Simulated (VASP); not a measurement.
A run of VASP 6.6.1:

Contents of INCAR:

```
PREC = Accurate
ENCUT = 500
EDIFF = 1E-6
ISMEAR = 1
SIGMA = 0.05
LREAL = F
LASPH = T
NELM = 120
ALGO = Normal
ISIF = 2
LWAVE = F
LCHARG = F
GGA = PS
NBANDS = 36
GGA_COMPAT = F
```

File KPOINTS:

```
Automatic mesh
0
Gamma
  5 5 5
```

The input POSCAR:

```
ZnBi3
1.0
    4.8731640000      0.0000000000      0.0000000000
    0.0000000000      4.8731640000      0.0000000000
    0.0000000000      0.0000000000      4.8731640000
Zn Bi
1 3
Direct
    0.0000000000      0.0000000000      0.0000000000
    0.0000000000      0.5000000000      0.5000000000
    0.5000000000      0.0000000000      0.5000000000
    0.5000000000      0.5000000000      0.0000000000
```

Potentials or basis: VASP PAW PBE potentials, release 64 (Zn, Bi_d).

The run is started by

```console
$ cat potpaw_PBE.64/Zn/POTCAR potpaw_PBE.64/Bi_d/POTCAR > POTCAR
$ mpirun -np 1 vasp_std > vasp.out
```

Hardware: 1 thread of Intel(R) Xeon(R) Platinum 8375C CPU @ 2.90GHz (Ice Lake), on a shared host.

Q: How long does it take, and how much memory?

A: It took 32 s on 1 thread of Intel(R) Xeon(R) Platinum 8375C CPU @ 2.90GHz (Ice Lake), on a shared host, peak memory 0.21 GiB. Counts: scf iterations 12, k points 10.
